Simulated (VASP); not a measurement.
# BN (R3m) in VASP: notebook

The runs below take BN through single point, with PBE, PBEsol.

Program: VASP 6.6.1. These are calculated values, not measurements. Logs are shortened: lines on timing, memory, paths and dates and some standing lists are left out, and cuts for length are marked.

## Step 1: The cell of the first run

Symmetry: R3m, No. 160, trigonal system. The conventional cell has a = 2.502 Å, b = 2.502 Å, c = 10.119 Å, α = 90.00°, β = 90.00°, γ = 120.00°. Within 1.9 Å of N (site symmetry 3m) lie 3 B at 1.44 Å. B (site symmetry 3m) has 3 N at 1.44 Å within 1.9 Å.

## Step 2: Single point, PBE

Contents of INCAR:

```
ALGO = Normal
EDIFF = 1E-6
ENCUT = 520
GGA = PE
ISIF = 2
ISMEAR = -1
LASPH = T
LCHARG = T
LELF = T
LREAL = F
LVHAR = T
LWAVE = F
NBANDS = 11
NELM = 80
PREC = Accurate
SIGMA = 0.05
```

Contents of KPOINTS:

```
k-points
0
Gamma
  12 12 12
```

Contents of POSCAR:

```
BN
1.0
    1.2511217832      0.7223354983      3.3729344033
   -1.2511217832      0.7223354983      3.3729344033
    0.0000000000     -1.4446709966      3.3729344033
N B
1 1
Direct
    0.6672382000      0.6672382000      0.6672382000
    0.0003288000      0.0003288000      0.0003288000
```

Potentials or basis: VASP PAW PBE potentials, release 64 (N, B).

Started as:

```bash
$ cat potpaw_PBE.64/N/POTCAR potpaw_PBE.64/B/POTCAR > POTCAR
$ mpirun -np 1 vasp_std > vasp.out
```

OUTCAR:

```text
EDIFF = 1E-6
   ENCUT = 520
   GGA = PE
   ISIF = 2
   ISMEAR = -1
   LASPH = T
   LREAL = F
   NELM = 80
   PREC = Accurate

 ion  position               nearest neighbor table
   1  0.667  0.667  0.667-   2 1.44   2 1.44   2 1.44
   2  0.000  0.000  0.000-   1 1.44   1 1.44   1 1.44

  LATTYP: Found a trigonal (rhomboedric) cell.
 ALAT       =     3.6692997666
 COS(alpha) =     0.7674786797

  Lattice vectors:

 A1 = (   1.2511217832,   0.7223354983,   3.3729344033)
 A2 = (  -1.2511217832,   0.7223354983,   3.3729344033)
 A3 = (   0.0000000000,  -1.4446709966,   3.3729344033)

Analysis of symmetry for initial positions (statically):
=====================================================================
 Subroutine PRICEL returns:
 Original cell was already a primitive cell.

 Routine SETGRP: Setting up the symmetry group for a
 trigonal (rhombohedral) supercell.

 Subroutine GETGRP returns: Found  6 space group operations
 (whereof  6 operations were pure point group operations)
 out of a pool of 12 trial point group operations.

The static configuration has the point symmetry C_3v.

Analysis of symmetry for dynamics (positions and initial velocities):
=====================================================================
 Subroutine PRICEL returns:
 Original cell was already a primitive cell.

 Routine SETGRP: Setting up the symmetry group for a
 trigonal (rhombohedral) supercell.

 Subroutine GETGRP returns: Found  6 space group operations
 (whereof  6 operations were pure point group operations)
 out of a pool of 12 trial point group operations.

The dynamic configuration has the point symmetry C_3v.

 Subroutine INISYM returns: Found  6 space group operations
 (whereof  6 operations are pure point group operations),
 and found     1 'primitive' translations

----------------------------------------------------------------------------------------

                                     Primitive cell

  volume of cell :      18.2893

  direct lattice vectors                    reciprocal lattice vectors
     1.251121783  0.722335498  3.372934403     0.399641351  0.230733042  0.098825916
    -1.251121783  0.722335498  3.372934403    -0.399641351  0.230733042  0.098825916
     0.000000000 -1.444670997  3.372934403     0.000000000 -0.461466083  0.098825916

  length of vectors
     3.669299767  3.669299767  3.669299767     0.471929558  0.471929558  0.471929558

  position of ions in fractional coordinates (direct lattice)
     0.667238200  0.667238200  0.667238200
     0.000328800  0.000328800  0.000328800

  ion indices of the primitive-cell ions
   primitive index   ion index
                 1           1
                 2           2

----------------------------------------------------------------------------------------

 KPOINTS: k-points

Automatic generation of k-mesh.
 Grid dimensions read from file:
 generate k-points for:   12   12   12

 Generating k-lattice:

  Cartesian coordinates                     Fractional coordinates (reciprocal lattice)
     0.033303446  0.019227753  0.008235493     0.083333333  0.000000000  0.000000000
    -0.033303446  0.019227753  0.008235493     0.000000000  0.083333333  0.000000000
     0.000000000 -0.038455507  0.008235493     0.000000000  0.000000000  0.083333333

  Length of vectors
     0.039327463  0.039327463  0.039327463

  Shift w.r.t. Gamma in fractional coordinates (k-lattice)
     0.000000000  0.000000000  0.000000000

 Subroutine IBZKPT returns following result:
 ===========================================

 Found    189 irreducible k-points:

 Following reciprocal coordinates:
            Coordinates               Weight
  0.000000  0.000000  0.000000      1.000000
  0.083333 -0.000000 -0.000000      6.000000
  0.166667 -0.000000  0.000000      6.000000
  0.250000 -0.000000 -0.000000      6.000000
  0.333333 -0.000000  0.000000      6.000000
  0.416667 -0.000000 -0.000000      6.000000
[... 16 lines left out ...]
  0.500000  0.166667 -0.000000     12.000000
 -0.416667  0.166667  0.000000     12.000000
 [... further k-points ...]
   k-points           NKPTS =    189   k-points in BZ     NKDIM =    189   number of bands    NBANDS=     11
   number of dos      NEDOS =    301   number of ions     NIONS =      2
   total plane-waves  NPLWV =  21952
   dimension x,y,z NGX =    28 NGY =   28 NGZ =   28
   dimension x,y,z NGXF=    56 NGYF=   56 NGZF=   56
   ions per type =               1   1
   NGX,Y,Z   is equivalent  to a cutoff of  12.69, 12.69, 12.69 a.u.
   NGXF,Y,Z  is equivalent  to a cutoff of  25.37, 25.37, 25.37 a.u.
 SYSTEM =  unknown system
   PREC   = accura    normal or accurate (medium, high low for compatibility)
   ISTART =      0    job   : 0-new  1-cont  2-samecut
   ICHARG =      2    charge: 1-file 2-atom 10-const
   ISPIN  =      1    spin polarized calculation?
   LNONCOLLINEAR =      F non collinear calculations
   LSORBIT =      F    spin-orbit coupling
   LASPH  =      T    aspherical Exc in radial PAW
   ENCUT  =  520.0 eV  38.22 Ry    6.18 a.u.   6.82  6.82  6.82*2*pi/ulx,y,z
   NELM   =     80;   NELMIN=  2; NELMDL= -5     # of ELM steps
   EDIFF  = 0.1E-05   stopping-criterion for ELM
   LREAL  =      F    real-space projection
   EDIFFG = 0.1E-04   stopping-criterion for IOM
   NSW    =      0    number of steps for IOM
   IBRION =     -1    ionic relax: 0-MD 1-quasi-New 2-CG
   NFREE  =      0    steps in history (QN), initial steepest desc. (CG)
   ISIF   =      2    stress and relaxation
   ISYM   =      2    0-nonsym 1-usesym 2-fastsym
   POTIM  = 0.5000    time-step for ionic-motion
   TEBEG  =    0.0;   TEEND  =   0.0 temperature during run
   PSTRESS=    0.0 pullay stress
   NELECT =       8.0000    total number of electrons
   NUPDOWN=      -1.0000    fix difference up-down
   EMIN   =  10.00;   EMAX   =-10.00  energy-range for DOS
   EFERMI =   0.00;   METHOD = LEGACY
   ISMEAR =    -1;   SIGMA  =   0.05  broadening in eV -4-tet -1-fermi 0-gaus
   EFERMI_NEDOS =   21; number of points for ismear=-14 and -15
   IALGO  =     38    algorithm
   IMIX   =      4    mixing-type and parameters
     AMIX     =   0.40;   BMIX     =  1.00
     AMIX_MAG =   1.60;   BMIX_MAG =  1.00
  volume/ion in A,a.u.               =       9.14        61.71
  Fermi-wavevector in a.u.,A,eV,Ry     =   1.242717  2.348395 21.012099  1.544346
  Thomas-Fermi vector in A             =   2.377059
   LORBIT       =      0    0 simple, 1 ext, 2 COOP (PROOUT), +10 PAW based schemes
   GGA     = PE    functional components
   LHFCALC =     F    Hartree Fock is set to
   AEXX    =    0.0000 exact exchange contribution
   IVDW    =     0    specifies the selected vdW correction
   LEPSILON=     F    determine dielectric tensor
   LRPA    =     F    only Hartree local field effects (RPA)
 non-spin polarized calculation
  energy-cutoff  :      520.00
  volume of cell :       18.29
 maximum number of plane-waves:       517
   NGX = 13   NGY = 13   NGZ = 13

 number of electron       8.0000000 magnetization

 Free energy of the ion-electron system (eV)
  ---------------------------------------------------
  ext. energy  EPLUGINS =         0.00000000
  ---------------------------------------------------
  free energy    TOTEN  =       -17.58097467 eV

  energy without entropy =      -17.58097467  energy(sigma->0) =      -17.58097467

 E-fermi :   3.1885     XC(G=0):  -9.9782

 val. band max:        2.1342578264   @ k =  -0.3333   0.3333   0.0000
 cond. band min:       6.4158274182   @ k =   0.5000   0.5000  -0.0000
 fundamental gap:      4.2815695918
 Fermi energy:         3.1885207778

 k-point     1 :       0.0000    0.0000    0.0000
  band No.  band energies     occupation
      1     -15.6428      2.00000
      2      -2.0453      2.00000
      3       0.8469      2.00000
      4       0.8469      2.00000
      5       7.3034      0.00000
      6      13.8149      0.00000
      7      13.8149      0.00000
      8      15.2773      0.00000
      9      16.8768      0.00000
     10      28.0520      0.00000
     11      30.0611      0.00000

 k-point     2 :       0.0833   -0.0000   -0.0000
  band No.  band energies     occupation
      1     -15.5049      2.00000
      2      -1.8964      2.00000
      3       0.2791      2.00000
      4       0.5899      2.00000
      5       7.5858      0.00000
      6      13.7460      0.00000
      7      14.4080      0.00000
      8      14.8051      0.00000
      9      17.3082      0.00000
     10      28.0953      0.00000
     11      28.5148      0.00000

 k-point     3 :       0.1667   -0.0000    0.0000
  band No.  band energies     occupation
      1     -15.0991      2.00000
      2      -1.4648      2.00000
      3      -1.1346      2.00000
      4      -0.0361      2.00000
      5       8.3281      0.00000
      6      13.4852      0.00000
      7      13.6690      0.00000
      8      16.0199      0.00000
      9      18.3529      0.00000
     10      25.3593      0.00000
     11      27.6342      0.00000

 k-point     4 :       0.2500   -0.0000   -0.0000
  band No.  band energies     occupation
      1     -14.4535      2.00000
      2      -2.9488      2.00000
      3      -0.7620      2.00000
      4      -0.7399      2.00000
      5       9.3348      0.00000
      6      11.8547      0.00000
      7      13.5395      0.00000
      8      18.3031      0.00000
      9      19.4577      0.00000
     10      23.1816      0.00000
     11      26.0241      0.00000
[... 239 lines left out ...]
 k-point    22 :       0.4167    0.1667   -0.0000
  band No.  band energies     occupation
      1     -13.2733      2.00000
      2      -4.7396      2.00000
      3      -2.5947      2.00000
      4       0.2561      2.00000
      5       9.0835      0.00000
      6      12.6794      0.00000
      7      15.1812      0.00000
      8      17.6865      0.00000
      9      19.4169      0.00000
     10      22.5629      0.00000
     11      25.4026      0.00000

 k-point    23 :       0.5000    0.1667   -0.0000
  band No.  band energies     occupation
      1     -12.5287      2.00000
      2      -5.9536      2.00000
      3      -3.1084      2.00000
      4       1.2113      2.00000
      5       7.9119      0.00000
      6      13.6179      0.00000
      7      15.4721      0.00000
      8      17.3451      0.00000
      9      19.4830      0.00000
     10      22.4481      0.00000
     11      25.5033      0.00000

 k-point    24 :      -0.4167    0.1667    0.0000
  band No.  band energies     occupation
      1     -12.1994      2.00000
      2      -6.4611      2.00000
      3      -3.2794      2.00000
      4       1.8139      2.00000
      5       7.3107      0.00000
      6      13.6640      0.00000
      7      15.7179      0.00000
      8      16.5481      0.00000
      9      19.8664      0.00000
     10      23.0856      0.00000
     11      25.2838      0.00000

 [... further k-points ...]
[... 5 lines left out ...]
  --------------------------------------------------------------------------------------
  -------------------------------------------------------------------------------------
  Total        0.4944762      0.4944762      0.2540905      0.0000000      0.0000000      0.0000000
  in kB       43.3169874     43.3169874     22.2587756      0.0000000      0.0000000      0.0000000
  external PRESSURE =      36.2975835 kB  Pullay stress =       0.0000000 kB

 VOLUME and BASIS-vectors are now :
 -----------------------------------------------------------------------------
  energy-cutoff  :      520.00
  volume of cell :       18.29
      direct lattice vectors                 reciprocal lattice vectors
     1.251121783  0.722335498  3.372934403     0.399641351  0.230733042  0.098825916
    -1.251121783  0.722335498  3.372934403    -0.399641351  0.230733042  0.098825916
     0.000000000 -1.444670997  3.372934403     0.000000000 -0.461466083  0.098825916

 POSITION                                       TOTAL-FORCE (eV/Angst)
 -----------------------------------------------------------------------------------
      0.00000      0.00000      6.75165         0.000000     -0.000000     -0.002997
      0.00000      0.00000      0.00333         0.000000      0.000000      0.002997
 -----------------------------------------------------------------------------------
    total drift:                               -0.000000      0.000000      0.000069

  FREE ENERGIE OF THE ION-ELECTRON SYSTEM (eV)
  ---------------------------------------------------
  free  energy   TOTEN  =       -17.5809746691 eV

  energy  without entropy=      -17.5809746691  energy(sigma->0) =      -17.58097467
```

Run time: 36 s. Hardware: 1 thread of Intel Xeon Platinum 8488C (Sapphire Rapids), shared host; peak memory 0.17 GiB.

What came out:

- Free energy: -17.5810 eV
- Pressure: 3.6 GPa
- Band gap on the k mesh: 4.28 eV, indirect (least direct gap 4.70 eV)

Forces in eV/Å, atoms in the order of the input:
```
N    0.000  0.000 -0.003
B    0.000  0.000  0.003
```

Levels at points of the mesh, in eV from the valence-band top:
```tsv
k point	band 2	band 3	band 4	band 5	band 6	band 7
(0.00, 0.00, 0.00)	-4.18	-1.29	-1.29	5.17	11.68	11.68
(0.50, 0.00, 0.00)	-8.93	-4.07	-0.60	5.29	9.92	13.09
(0.50, 0.50, 0.00)	-8.80	-4.13	-1.17	4.28	9.91	14.26
(0.50, 0.50, 0.50)	-6.13	-1.30	-1.30	10.11	11.61	11.61
```

A k mesh can miss the band edges. A hybrid or GW would open this gap; PBE tends to underestimate it.

## Step 3: Single point, PBE

Contents of INCAR:

```
ALGO = Normal
EDIFF = 1E-7
ENCUT = 520
GGA = PE
ISIF = 2
ISMEAR = -1
LASPH = T
LCHARG = F
LREAL = F
LWAVE = F
NBANDS = 11
NELM = 80
PREC = Accurate
SIGMA = 0.02
```

Contents of KPOINTS:

```
k-points
0
Gamma
  5 5 5
```

POSCAR is that of step 2.

Potentials or basis: VASP PAW PBE potentials, release 64 (N, B).

Started as:

```bash
$ cat potpaw_PBE.64/N/POTCAR potpaw_PBE.64/B/POTCAR > POTCAR
$ mpirun -np 1 vasp_std > vasp.out
```

Run time: 10 s. Hardware: 1 thread of AMD EPYC 7R43 (Zen 3), shared host; peak memory 0.11 GiB.

The run converged. Its results:

| Property | Result |
| --- | --- |
| Free energy | -17.5738 eV |
| Pressure | 3.7 GPa |
| Band gap on the k mesh | 4.74 eV, indirect (least direct gap 5.13 eV) |

Stress tensor (GPa, compression positive):
```
4.41 0.00 0.00
0.00 4.41 0.00
0.00 0.00 2.17
```

Levels at points of the mesh, in eV from the valence-band top:
```
           k point  band 2  band 3  band 4  band 5  band 6  band 7
(0.00, 0.00, 0.00)   -3.96   -1.07   -1.07    5.38   11.89   11.89
```

Caveat: the k points lie up to 0.59 Å⁻¹ apart. A k mesh can miss the band edges.

[end of part 1 of 2]
